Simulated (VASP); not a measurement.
Runs of VASP 6.6.1 on NaCl. The structure is that of space group Fm-3m (No. 225), or close to it. The cells are those of the table. 

```csv
task,level,potentials or basis,cell,k mesh,cutoff (eV),smearing,grid for exact exchange (PRECFOCK),gap on the mesh (eV),pressure (GPa),relaxed volume (Å³/atom)
single point,LDA,"VASP PAW LDA potentials, release 64 (Na_pv, Cl)","a = 3.964 Å, angles 60.0°, 2 atoms",8 × 8 × 8,520,gaussian 0.01 eV,-,(a),-2.0,-
single point,PBE,"VASP PAW PBE potentials, release 64 (Na_pv, Cl)","a = 4.026 Å, angles 60.0°, 2 atoms",8 × 8 × 8,520,fermi-dirac 0.02 eV,-,5.00,0.0,-
single point,PBE0,"VASP PAW PBE potentials, release 64 (Na_pv, Cl)","a = 3.964 Å, angles 60.0°, 2 atoms",6 × 6 × 6,520,gaussian 0.01 eV,Normal,7.28,0.6,-
relaxation of cell and atoms,PBEsol,"VASP PAW PBE potentials, release 64 (Na_pv, Cl)","relaxed from a = 4.026 Å, angles 60.0°, 2 atoms",8 × 8 × 8,600,fermi-dirac 0.02 eV,-,5.00,0.0,22.01
single point,r2SCAN,"VASP PAW PBE potentials, release 64 (Na_pv, Cl)","a = 3.964 Å, angles 60.0°, 2 atoms",8 × 8 × 8,520,fermi-dirac 0.02 eV,-,6.00,-0.1,-
single point,r2SCAN,"VASP PAW PBE potentials, release 64 (Na_pv, Cl)","a = 3.964 Å, angles 60.0°, 2 atoms",8 × 8 × 8,520,gaussian 0.01 eV,-,6.00,-0.1,-
relaxation of cell and atoms,LDA,"VASP PAW LDA potentials, release 64 (Na_pv, Cl)","relaxed from a = 4.026 Å, angles 60.0°, 2 atoms",8 × 8 × 8,600,fermi-dirac 0.02 eV,-,5.08,0.0,20.40
single point,PBE,"VASP PAW PBE potentials, release 64 (Na_pv, Cl)","a = 3.964 Å, angles 60.0°, 2 atoms",4 × 4 × 4,520,gaussian 0.01 eV,-,(b),1.3,-
```

Alike in all rows: no spin polarisation.

**Question.** Estimate the missing entries.

**Answer.** (a) 4.77; (b) 5.18.

Caveats: some runs use coarse meshes; the PAW data sets were made with another functional, which shifts forces and pressure a little (some runs); the volume moved by -12 % from the deposited cell, more than functionals usually miss (some runs).

A k mesh can miss the band edges.
